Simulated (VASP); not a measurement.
Here is a VASP 6.6.1 calculation.

File INCAR:

```
PREC = Accurate
ENCUT = 520
EDIFF = 1E-6
ISMEAR = 0
SIGMA = 0.15
LREAL = False
LASPH = True
NELM = 100
ALGO = Fast
ISIF = 2
LWAVE = False
LCHARG = False
GGA = PE
NBANDS = 10
```

The input KPOINTS:

```
regular mesh
0
Gamma
  22 22 22
```

File POSCAR:

```
Ir
1.0
    0.0000000000      2.1450160720      1.5750853016
    2.1450160720      0.0000000000      1.5750853016
    2.1450160720      2.1450160720      0.0000000000
Ir
1
Direct
    0.0000000000      0.0000000000      0.0000000000
```

Potentials or basis: VASP PAW PBE potentials, release 64 (Ir).

Run with:

```sh
$ cat potpaw_PBE.64/Ir/POTCAR > POTCAR
$ mpirun -np 1 vasp_std > vasp.out
```

(1) Estimate the band gap on the k mesh.

(2) Predict the pressure.

## Answers

(1) zero (an odd number of electrons rules out a gap without spin polarisation).

(2) 12.6 GPa.

Caveat: the stress differs along the axes, from 5 to 28 GPa; spin-orbit coupling is left out, which moves the levels of the heavy elements.
